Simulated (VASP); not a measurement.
A run of VASP 6.6.1 is set up as follows.

Contents of POSCAR:

```
WS2
1.0
    3.1816189179      0.0000000000      0.0000000000
   -1.5908094589      2.7553628080      0.0000000000
    0.0000000000      0.0000000000     13.8514234619
W S
2 4
Direct
    0.3333333333      0.6666666667      0.2500000000
    0.6666666667      0.3333333333      0.7500000000
    0.3333333333      0.6666666667      0.6373658675
    0.6666666667      0.3333333333      0.1373658675
    0.3333333333      0.6666666667      0.8626341325
    0.6666666667      0.3333333333      0.3626341325
```

Contents of INCAR.step1:

```
PREC     = Accurate       # precision mode
ENCUT    = 520            # plane-wave cutoff, eV
ISMEAR   = 0              # smearing method
SIGMA    = 0.02           # smearing width, eV
LREAL    = F              # projectors in reciprocal space
LASPH    = T              # aspherical terms in the spheres
NELM     = 80             # most SCF steps
NBANDS   = 35             # bands
GGA      = PE             # functional
ALGO     = Normal         # electronic algorithm
EDIFF    = 1E-4           # SCF threshold, eV
LWAVE    = T              # write WAVECAR
LCHARG   = F              # write CHGCAR
```

INCAR.step2

```
PREC     = Accurate       # precision mode
ENCUT    = 520            # plane-wave cutoff, eV
EDIFF    = 1E-6           # SCF threshold, eV
ISMEAR   = 0              # smearing method
SIGMA    = 0.02           # smearing width, eV
LREAL    = F              # projectors in reciprocal space
LASPH    = T              # aspherical terms in the spheres
NELM     = 80             # most SCF steps
ALGO     = Normal         # electronic algorithm
ISIF     = 2              # what is computed and relaxed
LWAVE    = F              # write WAVECAR
LCHARG   = F              # write CHGCAR
METAGGA  = R2SCAN         # meta-GGA
LMIXTAU  = T            
NBANDS   = 35             # bands
ISTART   = 1
```

The input KPOINTS:

```
regular mesh
0
Gamma
  12 12 2
```

Potentials or basis: VASP PAW PBE potentials, release 64 (W_sv, S).

Run with:

```bash
$ cat potpaw_PBE.64/W_sv/POTCAR potpaw_PBE.64/S/POTCAR > POTCAR
$ cp INCAR.step1 INCAR
$ mpirun -np 1 vasp_std > vasp.out
$ cp INCAR.step2 INCAR
$ mpirun -np 1 vasp_std > vasp.out
```

(1) What does it give for the largest force?

(2) Estimate the band gap on the k mesh.

(3) Estimate the pressure.

Answers

(1) 0.027 eV/Å.

(2) 1.56 eV, indirect (least direct gap 1.90 eV).

(3) -0.1 GPa.

Caveat: the cell differs from its parent crystal (strain along c alone, the other axes held: +6.0 %, then relaxed in part); the PAW data sets were made with another functional, which shifts forces and pressure a little; spin-orbit coupling is left out, which moves the levels of the heavy elements.
